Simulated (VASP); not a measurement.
Here is a VASP 6.6.1 calculation.

The input INCAR:

```
SYSTEM = InSe
PREC = Accurate
ENCUT = 400
EDIFF = 1E-6
ISMEAR = 0
SIGMA = 0.05
LREAL = .FALSE.
LASPH = .TRUE.
NELM = 120
ALGO = Normal
ISIF = 2
LWAVE = .FALSE.
LCHARG = .FALSE.
LDIPOL = .TRUE.
IDIPOL = 3
DIPOL = 0.5 0.5 0.415
GGA = PE
IVDW = 12
NBANDS = 48
GGA_COMPAT = .FALSE.
NELMDL = -8
```

KPOINTS

```
regular mesh
0
G
  9 9 1
  0 0 0
```

POSCAR

```
InSe
1.0
    4.0266104108      0.0000000000      0.0000000000
   -2.0133052054      3.4871469069      0.0000000000
    0.0000000000      0.0000000000     28.2707105452
Se In
4 4
Direct
    0.0000000000      0.0000000000      0.1591753413
    0.0000000000      0.0000000000      0.3496668630
    0.0000000000      0.8888888889      0.4795340588
    0.0000000000      0.8888888889      0.6699996163
    0.6666666667      0.3333333333      0.2049958533
    0.6666666667      0.3333333333      0.3038580717
    0.6666666667      1.2222222222      0.5253386604
    0.6666666667      1.2222222222      0.6241913955
```

Potentials or basis: VASP PAW PBE potentials, release 64 (Se, In_d).

Command:

```sh
$ cat potpaw_PBE.64/Se/POTCAR potpaw_PBE.64/In_d/POTCAR > POTCAR
$ mpirun -np 1 vasp_std > vasp.out
```

(1) What does it give for the dispersion energy per atom?

(2) Predict the largest force.

(3) Estimate the band gap on the k mesh.

## Answers

(1) -0.246 eV.

(2) 0.024 eV/Å.

(3) 1.19 eV (least direct gap 1.24 eV).

Caveat: the cell differs from its parent crystal (layers slid over each other, then relaxed in part); spin-orbit coupling is left out, which moves the levels of the heavy elements.
